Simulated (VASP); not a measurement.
# AlP (F-43m) in VASP: notebook, part 2 of 4

VASP 6.6.1.

### 4 G0W0 quasiparticle levels, PBE

Input file POSCAR:

```
AlP
1.0
    0.0000000000      2.7315000000      2.7315000000
    2.7315000000      0.0000000000      2.7315000000
    2.7315000000      2.7315000000      0.0000000000
Al P
1 1
Direct
    0.0000000000      0.0000000000      0.0000000000
    0.2500000000      0.2500000000      0.2500000000
```

Input file INCAR.step1:

```
PREC = Accurate ; ENCUT = 500
EDIFF = 1E-8 ; ISMEAR = 0
SIGMA = 0.01 ; LREAL = False
LASPH = True ; NELM = 60
ALGO = Normal ; LWAVE = True
LCHARG = False ; GGA = PE
```

Input file INCAR.step2:

```
PREC = Accurate ; ENCUT = 500
EDIFF = 1E-8 ; ISMEAR = 0
SIGMA = 0.01 ; LREAL = False
LASPH = True ; NELM = 1
ALGO = Exact ; LWAVE = True
LCHARG = False ; GGA = PE
NBANDS = 205 ; LOPTICS = True
ISTART = 1
```

Input file INCAR.step3:

```
PREC = Accurate ; ENCUT = 500
EDIFF = 1E-8 ; ISMEAR = 0
SIGMA = 0.01 ; LREAL = False
LASPH = True ; ALGO = EVGW0
LWAVE = False ; LCHARG = False
GGA = PE ; NELMGW = 1
NBANDS = 205 ; ENCUTGW = 113.3
NOMEGA = 48 ; PRECFOCK = Fast
ISTART = 1 ; NBANDSGW = 12
```

Input file KPOINTS:

```
regular mesh
0
Gamma
  2 2 2
```

Potentials or basis: VASP PAW PBE potentials, release 64 (Al_GW, P_GW).

Run with:

```bash
$ cat potpaw_PBE.64/Al_GW/POTCAR potpaw_PBE.64/P_GW/POTCAR > POTCAR
$ cp INCAR.step1 INCAR
$ mpirun -np 1 vasp_std > vasp.out
$ cp INCAR.step2 INCAR
$ mpirun -np 1 vasp_std > vasp.out
$ cp INCAR.step3 INCAR
$ mpirun -np 1 vasp_std > vasp.out
```

OUTCAR:

```text
PREC = Accurate
   ENCUT = 500
   EDIFF = 1E-8
   ISMEAR = 0
   LREAL = False
   LASPH = True
   GGA = PE
   NELMGW = 1
   ENCUTGW = 113.3
   PRECFOCK = Fast
   ISTART = 1

 ion  position               nearest neighbor table
   1  0.000  0.000  0.000-   2 2.37   2 2.37   2 2.37   2 2.37
   2  0.250  0.250  0.250-   1 2.37   1 2.37   1 2.37   1 2.37

  LATTYP: Found a face centered cubic cell.
 ALAT       =     5.4630000000

  Lattice vectors:

 A1 = (   0.0000000000,   2.7315000000,   2.7315000000)
 A2 = (   2.7315000000,   0.0000000000,   2.7315000000)
 A3 = (   2.7315000000,   2.7315000000,   0.0000000000)

Analysis of symmetry for initial positions (statically):
=====================================================================
 Subroutine PRICEL returns:
 Original cell was already a primitive cell.

 Routine SETGRP: Setting up the symmetry group for a
 face centered cubic supercell.

 Subroutine GETGRP returns: Found 24 space group operations
 (whereof 24 operations were pure point group operations)
 out of a pool of 48 trial point group operations.

The static configuration has the point symmetry T_d .

Analysis of symmetry for dynamics (positions and initial velocities):
=====================================================================
 Subroutine PRICEL returns:
 Original cell was already a primitive cell.

 Routine SETGRP: Setting up the symmetry group for a
 face centered cubic supercell.

 Subroutine GETGRP returns: Found 24 space group operations
 (whereof 24 operations were pure point group operations)
 out of a pool of 48 trial point group operations.

The dynamic configuration has the point symmetry T_d .

 Subroutine INISYM returns: Found 24 space group operations
 (whereof 24 operations are pure point group operations),
 and found     1 'primitive' translations

----------------------------------------------------------------------------------------

                                     Primitive cell

  volume of cell :      40.7599

  direct lattice vectors                    reciprocal lattice vectors
     0.000000000  2.731500000  2.731500000    -0.183049606  0.183049606  0.183049606
     2.731500000  0.000000000  2.731500000     0.183049606 -0.183049606  0.183049606
     2.731500000  2.731500000  0.000000000     0.183049606  0.183049606 -0.183049606

  length of vectors
     3.862924346  3.862924346  3.862924346     0.317051219  0.317051219  0.317051219

  position of ions in fractional coordinates (direct lattice)
     0.000000000  0.000000000  0.000000000
     0.250000000  0.250000000  0.250000000

  ion indices of the primitive-cell ions
   primitive index   ion index
                 1           1
                 2           2

----------------------------------------------------------------------------------------

 KPOINTS: regular mesh

Automatic generation of k-mesh.
 Grid dimensions read from file:
 generate k-points for:    2    2    2

 Generating k-lattice:

  Cartesian coordinates                     Fractional coordinates (reciprocal lattice)
    -0.091524803  0.091524803  0.091524803     0.500000000  0.000000000  0.000000000
     0.091524803 -0.091524803  0.091524803     0.000000000  0.500000000  0.000000000
     0.091524803  0.091524803 -0.091524803     0.000000000  0.000000000  0.500000000

  Length of vectors
     0.158525609  0.158525609  0.158525609

  Shift w.r.t. Gamma in fractional coordinates (k-lattice)
     0.000000000  0.000000000  0.000000000

 Subroutine IBZKPT returns following result:
 ===========================================

 Found      3 irreducible k-points:

 Following reciprocal coordinates:
            Coordinates               Weight
  0.000000  0.000000  0.000000      1.000000
  0.500000  0.000000  0.000000      4.000000
  0.500000  0.500000  0.000000      3.000000
   k-points           NKPTS =      3   k-points in BZ     NKDIM =      8   number of bands    NBANDS=    205
   number of dos      NEDOS =    301   number of ions     NIONS =      2
   total plane-waves  NPLWV =  21952
   dimension x,y,z NGX =    28 NGY =   28 NGZ =   28
   dimension x,y,z NGXF=    56 NGYF=   56 NGZF=   56
   ions per type =               1   1
   NGX,Y,Z   is equivalent  to a cutoff of  12.05, 12.05, 12.05 a.u.
   NGXF,Y,Z  is equivalent  to a cutoff of  24.10, 24.10, 24.10 a.u.
 SYSTEM =  unknown system
   PREC   = accura    normal or accurate (medium, high low for compatibility)
   ISTART =      1    job   : 0-new  1-cont  2-samecut
   ICHARG =      0    charge: 1-file 2-atom 10-const
   ISPIN  =      1    spin polarized calculation?
   LNONCOLLINEAR =      F non collinear calculations
   LSORBIT =      F    spin-orbit coupling
   LASPH  =      T    aspherical Exc in radial PAW
   ENCUT  =  500.0 eV  36.75 Ry    6.06 a.u.   7.04  7.04  7.04*2*pi/ulx,y,z
   NELM   =     60;   NELMIN=  2; NELMDL=  0     # of ELM steps
   EDIFF  = 0.1E-07   stopping-criterion for ELM
   LREAL  =      F    real-space projection
   EDIFFG = 0.1E-06   stopping-criterion for IOM
   NSW    =      0    number of steps for IOM
   IBRION =     -1    ionic relax: 0-MD 1-quasi-New 2-CG
   NFREE  =      0    steps in history (QN), initial steepest desc. (CG)
   ISIF   =      0    stress and relaxation
   ISYM   =      3    0-nonsym 1-usesym 2-fastsym
   POTIM  = 0.5000    time-step for ionic-motion
   TEBEG  =    0.0;   TEEND  =   0.0 temperature during run
   PSTRESS=    0.0 pullay stress
   NELECT =       8.0000    total number of electrons
   NUPDOWN=      -1.0000    fix difference up-down
   EMIN   =  10.00;   EMAX   =-10.00  energy-range for DOS
   EFERMI =   0.00;   METHOD = LEGACY
   ISMEAR =     0;   SIGMA  =   0.01  broadening in eV -4-tet -1-fermi 0-gaus
   EFERMI_NEDOS =   21; number of points for ismear=-14 and -15
   IALGO  =     38    algorithm
   IMIX   =      4    mixing-type and parameters
     AMIX     =   0.40;   BMIX     =  1.00
     AMIX_MAG =   1.60;   BMIX_MAG =  1.00
  volume/ion in A,a.u.               =      20.38       137.53
  Fermi-wavevector in a.u.,A,eV,Ry     =   0.951394  1.797873 12.315314  0.905150
  Thomas-Fermi vector in A             =   2.079860
   LORBIT       =      0    0 simple, 1 ext, 2 COOP (PROOUT), +10 PAW based schemes
   GGA     = PE    functional components
   LHFCALC =     T    Hartree Fock is set to
   PRECFOCK=fast      Normal, Fast or Accurate (Low or Medium for compatibility)
   ENCUT4O =  -1.0   cutoff for four orbital integrals eV
   NKREDX  =     1    reduce k-point grid by
   NKREDY  =     1    reduce k-point grid by
   NKREDZ  =     1    reduce k-point grid by
   AEXX    =    1.0000 exact exchange contribution
   HFSCREEN=    0.0000 screening length (either q_TF or 0.3 A-1)
   HFSCREENC=   0.0000 screening length for correlation (either q_TF or 0.3 A-1)
   ENCUTFOCK=  -1.0 apply spherical cutoff to Coloumb kernel
   IVDW    =     0    specifies the selected vdW correction
   LEPSILON=     F    determine dielectric tensor
   LRPA    =     F    only Hartree local field effects (RPA)
   LRPAFORCE           =     F    calculate RPA forces
   ENCUTGW             = 113.3    cutoff for response function in eV
   ENCUTGWSOFT         =  90.6    soft cutoff for Coulomb kernel in GW response function in eV
   ENCUTLF             =  -1.0    cutoff for local field effects
   NELMGW              =     1    number of iterations in solving QP/BSE equation
   NELMHF              =     1    number of iterations in the inner HF iteration
   NKREDLFX            =     1    NKREDLFY  =   1   NKREDLFZ  =   1
 non-spin polarized calculation
 Gauss-broadening in eV      SIGMA  =   0.01
  energy-cutoff  :      500.00
  volume of cell :       40.76
 maximum number of plane-waves:      1056
  NGX = 16; NGY = 16; NGZ = 16
   NGX = 15   NGY = 15   NGZ = 15
 maximum number of plane-waves:       116
 NGX is ok and might be reduce to    14

 QP shifts <psi_nk| G(iteration)W_0 |psi_nk>: iteration 1
 for sc-GW calculations column KS-energies equals QP-energies in previous step
 and V_xc(KS)=  KS-energies - (<T + V_ion + V_H > + <T+V_H+V_ion>^1  + <V_x>^1)

 k-point   1 :       0.0000    0.0000    0.0000
  band No.  KS-energies  QP-energies   sigma(KS)   V_xc(KS)     V^pw_x(r,r')   Z            occupation Imag(sigma)

      1      -7.3337      -7.9039     -11.9106     -11.0135     -18.2236       0.6355       2.0000       0.9977
      2       4.2085       3.4842     -12.9398     -12.0053     -15.1917       0.7751       2.0000       0.1135
      3       4.2085       3.4842     -12.9398     -12.0053     -15.1917       0.7751       2.0000       0.1135
      4       4.2085       3.4842     -12.9398     -12.0053     -15.1917       0.7751       2.0000       0.1135
      5       7.4593       7.6636      -9.7916     -10.0556      -4.6603       0.7740       0.0000      -0.0952
      6       8.5419       8.7499      -9.2905      -9.5593      -4.3478       0.7738       0.0000      -0.0977
      7       8.5419       8.7499      -9.2905      -9.5593      -4.3478       0.7738       0.0000      -0.0977
      8       8.5419       8.7499      -9.2905      -9.5593      -4.3478       0.7738       0.0000      -0.0977
      9      12.8239      13.1845      -9.4245      -9.8793      -4.0485       0.7928       0.0000      -0.1476
     10      12.8239      13.1845      -9.4245      -9.8793      -4.0485       0.7928       0.0000      -0.1476
     11      14.3338      13.9877      -7.9118      -7.4658      -2.0015       0.7760       0.0000      -0.4630
     12      16.2502      16.0381      -8.0370      -7.7869      -1.9171       0.8481       0.0000      -0.6995

 k-point   2 :       0.5000    0.0000    0.0000
  band No.  KS-energies  QP-energies   sigma(KS)   V_xc(KS)     V^pw_x(r,r')   Z            occupation Imag(sigma)
[... 17 lines left out ...]
      1      -4.8981      -5.6417     -13.1825     -12.1480     -18.5333       0.7189       2.0000       0.8738
      2      -1.2521      -2.1652     -11.4332     -10.2351     -14.5464       0.7621       2.0000       0.2049
      3       2.0252       1.2045     -12.0599     -10.9910     -14.5569       0.7678       2.0000       0.1232
      4       2.0252       1.2045     -12.0599     -10.9910     -14.5569       0.7678       2.0000       0.1232
      5       5.5932       5.4713      -8.2406      -8.0869      -3.6843       0.7929       0.0000      -0.0817
      6       6.4964       6.5576      -8.8064      -8.8844      -4.1873       0.7852       0.0000      -0.0706
      7      15.1262      15.3378      -9.7715     -10.0488      -3.4191       0.7628       0.0000      -0.5274
      8      15.1262      15.3378      -9.7715     -10.0488      -3.4191       0.7628       0.0000      -0.5274
      9      16.1305      16.5799     -10.2813     -10.8607      -4.3956       0.7756       0.0000      -0.2730
     10      16.1305      16.5799     -10.2813     -10.8607      -4.3956       0.7756       0.0000      -0.2730
     11      16.3048      16.5517     -10.4115     -10.7123      -4.2495       0.8208       0.0000      -0.5678
     12      16.8851      17.3433     -10.2031     -10.8131      -4.2278       0.7512       0.0000      -0.2886
```

It took 14 s on 1 thread of Intel Xeon 6975P-C (Granite Rapids), shared host; peak memory 0.26 GiB.

Results:

```yaml
Band_gap_on_the_k_mesh_mean-field_level: 1.38 eV, indirect (least direct gap 3.25 eV)
Quasiparticle_gap: 1.99 eV
Least_direct_quasiparticle_gap: 4.18 eV
```

Levels at points of the mesh, in eV from the valence-band top:
```csv
k point,band 1,band 2,band 3,band 4,band 5,band 6,band 7,band 8
"(0.00, 0.00, 0.00)",-11.54,0.00,0.00,0.00,3.25,4.33,4.33,4.33
"(0.50, 0.00, 0.00)",-9.80,-5.67,-0.80,-0.80,2.67,4.60,4.60,8.17
"(0.50, 0.50, 0.00)",-9.11,-5.46,-2.18,-2.18,1.38,2.29,10.92,10.92
```

Caveat: the k points lie up to 1.00 Å⁻¹ apart; bands, screening cutoff and mesh are small and nothing is extrapolated, so the quasiparticle values aren't converged. A k mesh can miss the band edges.

[end of part 2 of 4]
